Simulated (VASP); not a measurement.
Runs of VASP 6.6.1 on LiF. The structure is that of space group F-43m (No. 216), or close to it. The cells are those of the table. 

```tsv
level	cell	smearing	gap on the mesh (eV)
r2SCAN	a = 3.017, b = 3.017, c = 3.033 Å, angles 59.8, 59.8, 60.3°, 2 atoms	gaussian 0.01 eV	(b)
r2SCAN	a = 3.033, b = 3.120, c = 3.120 Å, angles 58.2, 60.9, 60.9°, 2 atoms	gaussian 0.01 eV	8.41
PBE	a = 3.033, b = 3.120, c = 3.120 Å, angles 58.2, 60.9, 60.9°, 2 atoms	fermi-dirac 0.02 eV	7.58
r2SCAN	a = 3.047, b = 3.047, c = 2.971 Å, angles 60.8, 60.8, 58.4°, 2 atoms	gaussian 0.01 eV	8.79
PBE	a = 3.047, b = 3.047, c = 2.971 Å, angles 60.8, 60.8, 58.4°, 2 atoms	fermi-dirac 0.02 eV	(a)
```

Alike in all rows: task single point; potentials or basis VASP PAW PBE potentials, release 64 (Li_sv, F); no spin polarisation; k mesh 10 × 10 × 10; cutoff (eV) 520.

Task: Estimate the missing entries.

Result: (a) 7.95; (b) 8.80.

A k mesh can miss the band edges.
